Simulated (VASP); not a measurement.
Set up this calculation in VASP 6.6.1, as the native input.

* Task: relaxation of the atoms
* Functional: PBE
* Potentials or basis: VASP PAW PBE potentials, release 64 (Ti_sv, Si)
* Cutoff: 520 eV
* k mesh: 1 × 1 × 1
* Occupations: gaussian, width 0.05 eV
* Spin: collinear spin
* Dipole correction: no
* Further INCAR settings: LREAL = Auto; ALGO = Normal; EDIFF = 1e-07; IBRION = 2; EDIFFG = -0.05; NSW = 50

The structure of TiSi63 (a cell with a defect) lies in POSCAR:

```
TiSi63
1.0
    6.6508880000      6.6508890000      3.8447710000
   -9.9763330000      3.3254440000      1.9223860000
    3.3254440000     -9.9763330000      9.6119280000
Ti Si
1 63
Direct
    0.1325356762      0.9548726833      0.9525995941
    0.3841010000      0.7053000000      0.7053000000
    0.1341010000      0.7053000000      0.2053000000
    0.6341010000      0.4553000000      0.4553000000
    0.8841010000      0.2053000000      0.2053000000
    0.3841010000      0.4553000000      0.9553000000
    0.6341010000      0.2053000000      0.7053000000
    0.1341010000      0.4553000000      0.4553000000
    0.3841010000      0.2053000000      0.2053000000
    0.1341010000      0.2053000000      0.7053000000
    0.8841010000      0.9553000000      0.4553000000
    0.6341010000      0.9553000000      0.9553000000
    0.8841010000      0.7053000000      0.7053000000
    0.3841010000      0.9553000000      0.4553000000
    0.6341010000      0.7053000000      0.2053000000
    0.8841010000      0.4553000000      0.9553000000
    0.1158990000      0.5447000000      0.0447000000
    0.3658990000      0.2947000000      0.7947000000
    0.6158990000      0.0447000000      0.5447000000
    0.1158990000      0.2947000000      0.2947000000
    0.3695046459      0.0477353183      0.0433312834
    0.1158990000      0.0447000000      0.5447000000
    0.8658990000      0.7947000000      0.2947000000
    0.6158990000      0.7947000000      0.7947000000
    0.8658990000      0.5447000000      0.5447000000
    0.3658990000      0.7947000000      0.2947000000
    0.6158990000      0.5447000000      0.0447000000
    0.1194363851      0.7912882365      0.7920866268
    0.3658990000      0.5447000000      0.5447000000
    0.8658990000      0.2947000000      0.7947000000
    0.6158990000      0.2947000000      0.2947000000
    0.8658990000      0.0447000000      0.0447000000
    0.0430890408      0.1368318476      0.9574606073
    0.2947000000      0.8841010000      0.7053000000
    0.5447000000      0.6341010000      0.4553000000
    0.0447000000      0.8841010000      0.2053000000
    0.2947000000      0.6341010000      0.9553000000
    0.0447000000      0.6341010000      0.4553000000
    0.7947000000      0.3841010000      0.2053000000
    0.5447000000      0.3841010000      0.7053000000
    0.7947000000      0.1341010000      0.4553000000
    0.2947000000      0.3841010000      0.2053000000
    0.5447000000      0.1341010000      0.9553000000
    0.0447000000      0.3841010000      0.7053000000
    0.2947000000      0.1341010000      0.4553000000
    0.7947000000      0.8841010000      0.7053000000
    0.5447000000      0.8841010000      0.2053000000
    0.7947000000      0.6341010000      0.9553000000
    0.2053000000      0.6158990000      0.7947000000
    0.4553000000      0.3658990000      0.5447000000
    0.7053000000      0.1158990000      0.2947000000
    0.2053000000      0.3658990000      0.0447000000
    0.4553000000      0.1158990000      0.7947000000
    0.2053000000      0.1158990000      0.2947000000
    0.9566080853      0.8674931247      0.0441087103
    0.7053000000      0.8658990000      0.5447000000
    0.9553000000      0.6158990000      0.2947000000
    0.4553000000      0.8658990000      0.0447000000
    0.7053000000      0.6158990000      0.7947000000
    0.2053000000      0.8658990000      0.5447000000
    0.4553000000      0.6158990000      0.2947000000
    0.9553000000      0.3658990000      0.5447000000
    0.7053000000      0.3658990000      0.0447000000
    0.9553000000      0.1158990000      0.7947000000
```

One way to write it, as run:

INCAR

```
SYSTEM = TiSi63
PREC = Accurate
ENCUT = 520
EDIFF = 1E-7
ISMEAR = 0
SIGMA = 0.05
LREAL = Auto
LASPH = .TRUE.
NELM = 150
ALGO = Normal
ISIF = 2
LWAVE = .FALSE.
LCHARG = .FALSE.
ISPIN = 2
MAGMOM = 0.5 0 0 0 0 0 0 0 0 0 0 0 0 0 0 0 0 0 0 0 0.5 0 0 0 0 0 0 0.5 0 0 0 0 0.5 0 0 0 0 0 0 0 0 0 0 0 0 0 0 0 0 0 0 0 0 0 0.5 0 0 0 0 0 0 0 0 0
LORBIT = 11
LMAXMIX = 4
GGA = PE
IBRION = 2
NSW = 50
EDIFFG = -0.05
LUSENCCL = .FALSE.
```

KPOINTS

```
regular mesh
0
G
  1 1 1
  0 0 0
```

Potentials or basis: VASP PAW PBE potentials, release 64 (Ti_sv, Si).

Launch:

```console
$ cat potpaw_PBE.64/Ti_sv/POTCAR potpaw_PBE.64/Si/POTCAR > POTCAR
$ mpirun -np 1 vasp_gam > vasp.out
```

It gave:

```yaml
Energy_gained_by_relaxing: 7.6 meV/atom
Ionic_steps: 14
Pressure_after_relaxing: 1.8 GPa
Largest_force_after_relaxing: 0.041 eV/Å
Band_gap_on_the_k_mesh: 0.96 eV
Net_moment: 0.00 μB per cell
Valence_electrons_inside_the_program's_atomic_spheres: Ti 10.26; Si 1.68, 1.69, 1.67, 1.74, 1.72 (each value once)
```

Caveat: the k points lie up to 0.67 Å⁻¹ apart; the relaxation stopped at a loose force limit of 0.05 eV/Å, so its end isn't a converged minimum.

Run time: 26 min on 1 × NVIDIA H100 80GB with 1 thread of AMD EPYC 7R13 Processor (Zen 3), on a shared host, peak memory 2.1 GiB.
